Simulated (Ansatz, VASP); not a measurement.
Two plane-wave programs on GdN

INCAR

```
SYSTEM = GdN
PREC = Accurate
ENCUT = 520
EDIFF = 1E-7
ISMEAR = 0
SIGMA = 0.05
LREAL = .FALSE.
LASPH = .TRUE.
NELM = 150
ALGO = Normal
ISIF = 2
LWAVE = .FALSE.
LCHARG = .FALSE.
ISPIN = 2
MAGMOM = 0.5 0
LORBIT = 11
LMAXMIX = 6
LDAU = .TRUE.
LDAUTYPE = 2
LDAUL = 3 -1
LDAUU = 6 0
LDAUJ = 0 0
LDAUPRINT = 1
GGA = CA
NBANDS = 22
```

The input KPOINTS:

```
regular mesh
0
G
  5 5 5
  0 0 0
```

Contents of POSCAR:

```
GdN
1.0
    3.3394229375      0.0000000000      0.0000000000
   -1.6697114688      2.8920250979      0.0000000000
    0.0000000000      0.0000000000      3.0379470730
Gd N
1 1
Direct
    0.0000000000      0.0000000000      0.0000000000
    0.6666666667      0.3333333333      0.5000000000
```

Input for Ansatz:

```yaml
crystal:
  lattice:
    - [3.3394229375, 0.0, 0.0]
    - [-1.6697114688, 2.8920250979, 0.0]
    - [0.0, 0.0, 3.037947073]
  atoms:
    - { symbol: Gd, position: [0.0, 0.0, 0.0], spin: 0.5 }
    - { symbol: "N", position: [0.6666666667, 0.3333333333, 0.5] }
basis:
  ecutwfc: 420
  ecutrho_ratio: 4
kpoints:
  mp_grid: { grid: [5, 5, 5] }
hamiltonian:
  xc: lda
  hubbard: { sites: [{ species: Gd, l: f, u_eff: 6.0 }] }
scf:
  occupations: { method: gaussian, width: 0.05 }
output:
  forces: true
  stress: true
  eigenvalues: true
  populations: true
  hubbard: { sites: [{ species: Gd, l: f }] }
magnetization:
  spin_polarized: true
```

Alike in both runs: task single point; functional LDA; k mesh 5 × 5 × 5; occupations gaussian, width 0.05 eV; collinear spin; Hubbard terms Gd f U = 6.0 eV.

|  | VASP | Ansatz |
| --- | --- | --- |
| version | VASP 6.6.1 | Ansatz 0.2.0 |
| potentials or method | VASP PAW PBE potentials, release 64 (Gd, N), cutoff 520 eV | scalar-relativistic, plane waves, PAW |
| valence electrons in the cell | 23 | 23 |

|  | VASP | Ansatz | Ansatz less VASP |
| --- | --- | --- | --- |
| gap on the k mesh at the Fermi level (eV) | none | none | - |
| pressure (GPa) | 0.7 | 0.1 | -0.52 |
| traceless stress, the component that is largest in VASP (GPa) | 0.77 | 0.68 | -0.097 |
| net moment per atom (μB) | 3.51 | 3.51 | 0.000 |
| size of the moment on the site where the two differ most (μB) | 6.89 | 6.91 | +0.025 |

VASP's potentials were made for PBE, not for LDA. LDA's correlation is that of Perdew and Zunger in VASP and of Perdew and Wang (1992) in Ansatz. Site moments also hang on the region over which each program counts them. The programs project onto different local orbitals, so the same U acts differently, and such runs can settle in different states. A gap of «none» marks a metal or a gap that the smearing closes. Ansatz's warnings: filled band counts differ across k points, given moment on shells.

The k mesh is coarse, so the values compare programs but aren't converged. Neither program's run includes spin-orbit coupling.
